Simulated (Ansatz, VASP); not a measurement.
SbTeI: VASP beside Ansatz

File INCAR:

```
PREC = Accurate
ENCUT = 520
EDIFF = 1E-6
ISMEAR = 0
SIGMA = 0.1
LREAL = False
LASPH = True
NELM = 60
ALGO = Normal
ISIF = 2
LWAVE = False
LCHARG = True
GGA = PE
LELF = True
LVHAR = True
NBANDS = 16
```

Contents of KPOINTS:

```
regular mesh
0
Gamma
  12 12 10
```

Contents of POSCAR:

```
SbTeI
1.0
    5.1433141969      0.0000000000      0.0000000000
   -2.5716570985      4.4542407542      0.0000000000
    0.0000000000      0.0000000000      4.8947843014
Sb Te I
1 1 1
Direct
    0.0000000000      0.0000000000      0.5000000000
    0.3333333333      0.6666666667      0.5000000000
    0.6666666667      0.3333333333      0.0000000000
```

Input for Ansatz:

```yaml
crystal:
  lattice:
    - [5.1433141969, 0.0, 0.0]
    - [-2.5716570985, 4.4542407542, 0.0]
    - [0.0, 0.0, 4.8947843014]
  atoms:
    - { symbol: Sb, position: [0.0, 0.0, 0.5] }
    - { symbol: Te, position: [0.3333333333, 0.6666666667, 0.5] }
    - { symbol: I, position: [0.6666666667, 0.3333333333, 0.0] }
basis:
  ecutwfc: 420
kpoints:
  mp_grid: { grid: [12, 12, 10] }
  band_path:
    path:
      - [[0.0, 0.0, 0.0], [0.5, 0.0, 0.0], [0.33333333, 0.33333333, 0.0], [0.0, 0.0, 0.0], [0.0, 0.0, 0.5], [0.5, 0.0, 0.5], [0.33333333, 0.33333333, 0.5], [0.0, 0.0, 0.5]]
      - [[0.5, 0.0, 0.5], [0.5, 0.0, 0.0]]
      - [[0.33333333, 0.33333333, 0.5], [0.33333333, 0.33333333, 0.0]]
    npoints: 14
hamiltonian:
  xc: pbe
scf:
  occupations: { method: gaussian, width: 0.1 }
  n_extra_bands: 7
output:
  forces: true
  stress: true
  eigenvalues: true
  populations: true
  dos: { projected: true, de: 0.02, nscf_kmesh: { grid: [15, 15, 12] } }
  bader: true
  write_density: true
  write_potential: true
  elf: true
  volumetric_format: npy
```

Alike in both runs: task single point; functional PBE; k mesh 12 × 12 × 10; occupations gaussian, width 0.1 eV; no spin polarisation.

|  | VASP | Ansatz |
| --- | --- | --- |
| version | VASP 6.6.1 | Ansatz 0.2.0 |
| potentials or method | VASP PAW PBE potentials, release 64 (Sb, Te, I), cutoff 520 eV | scalar-relativistic, plane waves, PAW |
| valence electrons in the cell | 18 | 48 |

Ansatz gave:

| Property | Result |
| --- | --- |
| gap on the k mesh at the Fermi level (eV) | none |
| pressure (GPa) | 0.0 |

Task: What did VASP give for the same quantities?

Result: gap on the k mesh at the Fermi level (eV): none; pressure (GPa): -0.1.

A gap of «none» marks a metal or a gap that the smearing closes. VASP's potentials hold 18 valence electrons a cell and Ansatz's 48, so a difference there can come from the potentials and not from the codes.

Neither program's run includes spin-orbit coupling.
